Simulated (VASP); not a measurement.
# Ti3Au4 (Pm-3m) in VASP: single point with PBE

Aim: the single point of Ti3Au4 with PBE.

All numbers are computed with VASP 6.6.1; they aren't measurements. Logs are shortened: lines on timing, memory, paths and dates and some standing lists are left out, and cuts for length are marked.

## (1) The cell of the first run

Symmetry: Pm-3m, No. 221, cubic system. Conventional cell: a = 5.312 Å, b = 5.312 Å, c = 5.312 Å, α = 90.00°, β = 90.00°, γ = 90.00°. Within 3.5 Å of Ti (site symmetry 4/mmm) lie 6 Au at 2.66 Å. Within 3.5 Å of Au (site symmetry 4/mmm) lie 4 Ti at 2.66 Å. Within 3.5 Å of Au (site symmetry m-3m) lie 6 Ti at 2.66 Å.

The cell was generated, and may not be a known phase.

## (2) Single point, PBE, collinear spin

Contents of INCAR:

```
SYSTEM = Ti3Au4
ALGO = Normal
EDIFF = 1E-6
ENCUT = 500
GGA = PE
GGA_COMPAT = .False.
ISIF = 2
ISMEAR = 0
ISPIN = 2
LASPH = .True.
LCHARG = .False.
LMAXMIX = 4
LORBIT = 11
LREAL = .False.
LWAVE = .False.
MAGMOM = 1 1 1 0 0 0 0
NBANDS = 53
NELM = 200
PREC = Accurate
SIGMA = 0.1
```

Contents of KPOINTS:

```
k-points
0
Gamma
  4 4 4
  0 0 0
```

Contents of POSCAR:

```
Ti3Au4
1.0
    5.3120226426      0.0000000000      0.0000000000
    0.0000000000      5.3120226426      0.0000000000
    0.0000000000      0.0000000000      5.3120226426
Ti Au
3 4
Direct
    0.5000000000      0.0000000000      0.0000000000
    0.0000000000      0.5000000000      0.0000000000
    0.0000000000      0.0000000000      0.5000000000
    0.0000000000      0.5000000000      0.5000000000
    0.5000000000      0.0000000000      0.5000000000
    0.5000000000      0.5000000000      0.0000000000
    0.0000000000      0.0000000000      0.0000000000
```

Potentials or basis: VASP PAW PBE potentials, release 64 (Ti_sv, Au).

Started as:

```
$ cat potpaw_PBE.64/Ti_sv/POTCAR potpaw_PBE.64/Au/POTCAR > POTCAR
$ mpirun -np 1 vasp_std > vasp.out
```

OUTCAR:

```text
SYSTEM = Ti3Au4
   EDIFF = 1E-6
   ENCUT = 500
   GGA = PE
   ISIF = 2
   ISMEAR = 0
   ISPIN = 2
   LASPH = .True.
   LORBIT = 11
   LREAL = .False.
   NELM = 200
   PREC = Accurate

 ion  position               nearest neighbor table
   1  0.500  0.000  0.000-   5 2.66   6 2.66   7 2.66   5 2.66   6 2.66   7 2.66
   2  0.000  0.500  0.000-   4 2.66   6 2.66   7 2.66   4 2.66   7 2.66   6 2.66
   3  0.000  0.000  0.500-   4 2.66   5 2.66   7 2.66   7 2.66   4 2.66   5 2.66
   4  0.000  0.500  0.500-   2 2.66   3 2.66   2 2.66   3 2.66
   5  0.500  0.000  0.500-   1 2.66   3 2.66   1 2.66   3 2.66
   6  0.500  0.500  0.000-   1 2.66   2 2.66   1 2.66   2 2.66
   7  0.000  0.000  0.000-   1 2.66   2 2.66   3 2.66   3 2.66   2 2.66   1 2.66

  LATTYP: Found a simple cubic cell.
 ALAT       =     5.3120226426

  Lattice vectors:

 A1 = (   5.3120226426,   0.0000000000,   0.0000000000)
 A2 = (   0.0000000000,   5.3120226426,   0.0000000000)
 A3 = (   0.0000000000,   0.0000000000,   5.3120226426)

Analysis of symmetry for initial positions (statically):
=====================================================================
 Subroutine PRICEL returns:
 Original cell was already a primitive cell.

 Routine SETGRP: Setting up the symmetry group for a
 simple cubic supercell.

 Subroutine GETGRP returns: Found 48 space group operations
 (whereof 48 operations were pure point group operations)
 out of a pool of 48 trial point group operations.

The static configuration has the point symmetry O_h .

Analysis of symmetry for dynamics (positions and initial velocities):
=====================================================================
 Subroutine PRICEL returns:
 Original cell was already a primitive cell.

 Routine SETGRP: Setting up the symmetry group for a
 simple cubic supercell.

 Subroutine GETGRP returns: Found 48 space group operations
 (whereof 48 operations were pure point group operations)
 out of a pool of 48 trial point group operations.

The dynamic configuration has the point symmetry O_h .

Analysis of structural, dynamic, and magnetic symmetry:
=====================================================================
 Subroutine PRICEL returns:
 Original cell was already a primitive cell.

 Routine SETGRP: Setting up the symmetry group for a
 simple cubic supercell.

 Subroutine GETGRP returns: Found 48 space group operations
 (whereof 48 operations were pure point group operations)
 out of a pool of 48 trial point group operations.

The overall configuration has the point symmetry O_h .

 Subroutine INISYM returns: Found 48 space group operations
 (whereof 48 operations are pure point group operations),
 and found     1 'primitive' translations

----------------------------------------------------------------------------------------

                                     Primitive cell

  volume of cell :     149.8924

  direct lattice vectors                    reciprocal lattice vectors
     5.312022643  0.000000000  0.000000000     0.188252210  0.000000000  0.000000000
     0.000000000  5.312022643  0.000000000     0.000000000  0.188252210  0.000000000
     0.000000000  0.000000000  5.312022643     0.000000000  0.000000000  0.188252210

  length of vectors
     5.312022643  5.312022643  5.312022643     0.188252210  0.188252210  0.188252210

  position of ions in fractional coordinates (direct lattice)
     0.500000000  0.000000000  0.000000000
     0.000000000  0.500000000  0.000000000
     0.000000000  0.000000000  0.500000000
     0.000000000  0.500000000  0.500000000
     0.500000000  0.000000000  0.500000000
     0.500000000  0.500000000  0.000000000
     0.000000000  0.000000000  0.000000000

  ion indices of the primitive-cell ions
   primitive index   ion index
                 1           1
                 2           2
                 3           3
                 4           4
                 5           5
[... 37 lines left out ...]
  0.250000  0.250000  0.250000      8.000000
  0.500000  0.250000  0.250000     12.000000
  0.500000  0.500000  0.250000      6.000000
  0.500000  0.500000  0.500000      1.000000
   k-points           NKPTS =     10   k-points in BZ     NKDIM =     10   number of bands    NBANDS=     53
   number of dos      NEDOS =    301   number of ions     NIONS =      7
   total plane-waves  NPLWV =  64000
   dimension x,y,z NGX =    40 NGY =   40 NGZ =   40
   dimension x,y,z NGXF=    80 NGYF=   80 NGZF=   80
   ions per type =               3   4
   NGX,Y,Z   is equivalent  to a cutoff of  12.52, 12.52, 12.52 a.u.
   NGXF,Y,Z  is equivalent  to a cutoff of  25.04, 25.04, 25.04 a.u.
 SYSTEM =  Ti3Au4
   PREC   = accura    normal or accurate (medium, high low for compatibility)
   ISTART =      0    job   : 0-new  1-cont  2-samecut
   ICHARG =      2    charge: 1-file 2-atom 10-const
   ISPIN  =      2    spin polarized calculation?
   LNONCOLLINEAR =      F non collinear calculations
   LSORBIT =      F    spin-orbit coupling
   LASPH  =      T    aspherical Exc in radial PAW
   ENCUT  =  500.0 eV  36.75 Ry    6.06 a.u.   9.69  9.69  9.69*2*pi/ulx,y,z
   NELM   =    200;   NELMIN=  2; NELMDL= -5     # of ELM steps
   EDIFF  = 0.1E-05   stopping-criterion for ELM
   LREAL  =      F    real-space projection
   EDIFFG = 0.1E-04   stopping-criterion for IOM
   NSW    =      0    number of steps for IOM
   IBRION =     -1    ionic relax: 0-MD 1-quasi-New 2-CG
   NFREE  =      0    steps in history (QN), initial steepest desc. (CG)
   ISIF   =      2    stress and relaxation
   ISYM   =      2    0-nonsym 1-usesym 2-fastsym
   POTIM  = 0.5000    time-step for ionic-motion
   TEBEG  =    0.0;   TEEND  =   0.0 temperature during run
   PSTRESS=    0.0 pullay stress
   NELECT =      80.0000    total number of electrons
   NUPDOWN=      -1.0000    fix difference up-down
   EMIN   =  10.00;   EMAX   =-10.00  energy-range for DOS
   EFERMI =   0.00;   METHOD = LEGACY
   ISMEAR =     0;   SIGMA  =   0.10  broadening in eV -4-tet -1-fermi 0-gaus
   EFERMI_NEDOS =   21; number of points for ismear=-14 and -15
   IALGO  =     38    algorithm
   IMIX   =      4    mixing-type and parameters
     AMIX     =   0.40;   BMIX     =  1.00
     AMIX_MAG =   1.60;   BMIX_MAG =  1.00
  volume/ion in A,a.u.               =      21.41       144.50
  Fermi-wavevector in a.u.,A,eV,Ry     =   1.327939  2.509442 23.992826  1.763423
  Thomas-Fermi vector in A             =   2.457214
   LORBIT       =     11    0 simple, 1 ext, 2 COOP (PROOUT), +10 PAW based schemes
   GGA     = PE    functional components
   LHFCALC =     F    Hartree Fock is set to
   AEXX    =    0.0000 exact exchange contribution
   IVDW    =     0    specifies the selected vdW correction
   LEPSILON=     F    determine dielectric tensor
   LRPA    =     F    only Hartree local field effects (RPA)
 spin polarized calculation
 Gauss-broadening in eV      SIGMA  =   0.10
  energy-cutoff  :      500.00
  volume of cell :      149.89
 maximum number of plane-waves:      3840
 NGX is ok and might be reduce to    40
   NGX = 19   NGY = 19   NGZ = 19

 number of electron      79.9999989 magnetization      -0.0015528

 number of electron      79.9999989 magnetization       0.0001631

 Free energy of the ion-electron system (eV)
  ---------------------------------------------------
  ext. energy  EPLUGINS =         0.00000000
  ---------------------------------------------------
  free energy    TOTEN  =       -35.17837673 eV

  energy without entropy =      -35.16021294  energy(sigma->0) =      -35.16929484

 E-fermi :   6.4850     XC(G=0): -10.8150

 val. band max:        6.3838479259   @ k =   0.5000   0.2500   0.2500
 cond. band min:       6.5798167071   @ k =   0.5000   0.2500   0.0000
 fundamental gap:      0.1959687813
 Fermi energy:         6.4849735829

 spin component 1

 k-point     1 :       0.0000    0.0000    0.0000
  band No.  band energies     occupation
      1     -51.1231      1.00000
      2     -51.1192      1.00000
      3     -51.1192      1.00000
      4     -27.3917      1.00000
      5     -27.3917      1.00000
      6     -27.3917      1.00000
[... 539 lines left out ...]
     51       7.4856      0.00000
     52       8.2353      0.00000
 Fermi energy:         6.4849735829

 spin component 2

 k-point     1 :       0.0000    0.0000    0.0000
  band No.  band energies     occupation
      1     -51.1230      1.00000
      2     -51.1191      1.00000
      3     -51.1191      1.00000
      4     -27.3917      1.00000
      5     -27.3917      1.00000
      6     -27.3917      1.00000
[... 539 lines left out ...]
     51       7.4856      0.00000
     52       8.2354      0.00000
 [bands above 52 left out]

------------------------ aborting loop because EDIFF is reached ----------------------------------------

  FORCE on cell =-STRESS in cart. coord.  units (eV):
  Direction    XX          YY          ZZ          XY          YZ          ZX
  --------------------------------------------------------------------------------------
  -------------------------------------------------------------------------------------
  Total       -0.0893257     -0.0893257     -0.0893257     -0.0000000     -0.0000000     -0.0000000
  in kB       -0.9547883     -0.9547883     -0.9547883     -0.0000000     -0.0000000     -0.0000000
  external PRESSURE =      -0.9547883 kB  Pullay stress =       0.0000000 kB

 VOLUME and BASIS-vectors are now :
 -----------------------------------------------------------------------------
  energy-cutoff  :      500.00
  volume of cell :      149.89
      direct lattice vectors                 reciprocal lattice vectors
     5.312022643  0.000000000  0.000000000     0.188252210  0.000000000  0.000000000
     0.000000000  5.312022643  0.000000000     0.000000000  0.188252210  0.000000000
     0.000000000  0.000000000  5.312022643     0.000000000  0.000000000  0.188252210

 POSITION                                       TOTAL-FORCE (eV/Angst)
 -----------------------------------------------------------------------------------
      2.65601      0.00000      0.00000         0.000000      0.000000      0.000000
      0.00000      2.65601      0.00000         0.000000      0.000000      0.000000
      0.00000      0.00000      2.65601         0.000000      0.000000      0.000000
      0.00000      2.65601      2.65601         0.000000      0.000000      0.000000
      2.65601      0.00000      2.65601         0.000000      0.000000      0.000000
      2.65601      2.65601      0.00000         0.000000      0.000000      0.000000
      0.00000      0.00000      0.00000         0.000000      0.000000      0.000000
 -----------------------------------------------------------------------------------
    total drift:                               -0.000000      0.000000     -0.000000

  FREE ENERGIE OF THE ION-ELECTRON SYSTEM (eV)
  ---------------------------------------------------
  free  energy   TOTEN  =       -35.1783767294 eV

  energy  without entropy=      -35.1602129428  energy(sigma->0) =      -35.16929484

 total charge

# of ion       s       p       d       tot
------------------------------------------
    1        2.209   6.100   1.828  10.136
    2        2.209   6.100   1.828  10.136
    3        2.209   6.100   1.828  10.136
    4        0.815   0.261   8.643   9.719
    5        0.815   0.261   8.643   9.719
    6        0.815   0.261   8.643   9.719
    7        0.833   0.458   8.564   9.855
--------------------------------------------------
tot          9.902  19.540  39.977  69.419

 magnetization (x)

# of ion       s       p       d       tot
------------------------------------------
    1       -0.000   0.000   0.000   0.000
    2       -0.000   0.000   0.000   0.000
    3       -0.000   0.000   0.000   0.000
    4        0.000   0.000   0.000   0.000
    5        0.000   0.000   0.000   0.000
    6        0.000   0.000   0.000   0.000
    7        0.000  -0.000   0.000   0.000
--------------------------------------------------
tot         -0.000   0.000   0.000   0.000
```

Wall time 2.2 min (1 thread of Oxide Virtual Turin-like, shared host); peak memory 0.31 GiB.

What came out:

```yaml
Free_energy: -35.1784 eV
Pressure: -0.1 GPa
Band_gap_on_the_k_mesh: zero (filled and empty bands overlap)
Net_moment: 0.00 μB per cell
Valence_electrons_inside_the_program's_atomic_spheres: Ti 10.14; Au 9.72, 9.86 (each value once)
```

Caveat: spin-orbit coupling is left out, which moves the levels of the heavy elements.

The gap in the log of VASP goes by the Fermi energy; the results here count the filled bands.